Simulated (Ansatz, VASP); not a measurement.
**Rh: VASP beside Ansatz**

The input INCAR:

```
PREC = Accurate ; ENCUT = 600
EDIFF = 1E-7 ; ISMEAR = 0
SIGMA = 0.1 ; LREAL = F
LASPH = T ; NELM = 60
ALGO = Fast ; ISIF = 3
LWAVE = F ; LCHARG = F
GGA = PS ; IBRION = 2
NSW = 80 ; EDIFFG = -0.01
```

The input KPOINTS:

```
Automatic mesh
0
Gamma
  18 18 6
```

The input POSCAR:

```
Rh
1.0
    2.6612180012      0.0000000000      0.0000000000
   -1.3306090006      2.3046823940      0.0000000000
    0.0000000000      0.0000000000      8.6331387912
Rh
4
Direct
    0.0000000000      0.0000000000      0.0000000000
    0.3333333333      0.6666666667      0.2500000000
    0.0000000000      0.0000000000      0.5000000000
    0.6666666667      0.3333333333      0.7500000000
```

Input for Ansatz:

```yaml
crystal:
  lattice:
    - [2.6612180012, 0.0, 0.0]
    - [-1.3306090006, 2.304682394, 0.0]
    - [0.0, 0.0, 8.6331387912]
  atoms:
    - { symbol: Rh, position: [0.0, 0.0, 0.0] }
    - { symbol: Rh, position: [0.3333333333, 0.6666666667, 0.25] }
    - { symbol: Rh, position: [0.0, 0.0, 0.5] }
    - { symbol: Rh, position: [0.6666666667, 0.3333333333, 0.75] }
basis:
  ecutwfc: 420
kpoints:
  mp_grid: { grid: [18, 18, 6] }
hamiltonian:
  xc: pbesol
scf:
  occupations: { method: gaussian, width: 0.1 }
output:
  forces: true
  stress: true
  eigenvalues: true
relax:
  adjacent_minimum: "off"
  f_tol: 0.01
  max_steps: 60
  cell: { stress_tol: 0.1 }
```

Alike in both runs: task relaxation of cell and atoms; functional PBEsol; k mesh 18 × 18 × 6; occupations gaussian, width 0.1 eV; no spin polarisation.

|  | VASP | Ansatz |
| --- | --- | --- |
| version | VASP 6.6.1 | Ansatz 0.2.0 |
| potentials or method | VASP PAW PBE potentials, release 64 (Rh_pv), cutoff 600 eV | scalar-relativistic, plane waves, PAW |
| valence electrons in the cell | 60 | 68 |

|  | VASP | Ansatz | Ansatz less VASP |
| --- | --- | --- | --- |
| gap on the k mesh at the Fermi level, each at its own relaxed structure (eV) | none | none | - |
| relaxed volume (Å³/atom) | 13.52 | 13.53 | +0.009 |
| relaxed length of the cell vector where the two differ most in proportion (Å) | 2.675 | 2.676 | +0.0006 |

VASP's potentials were made for PBE, not for PBEsol. A gap of «none» marks a metal or a gap that the smearing closes. VASP's potentials hold 60 valence electrons a cell and Ansatz's 68, so a difference there can come from the potentials and not from the codes.
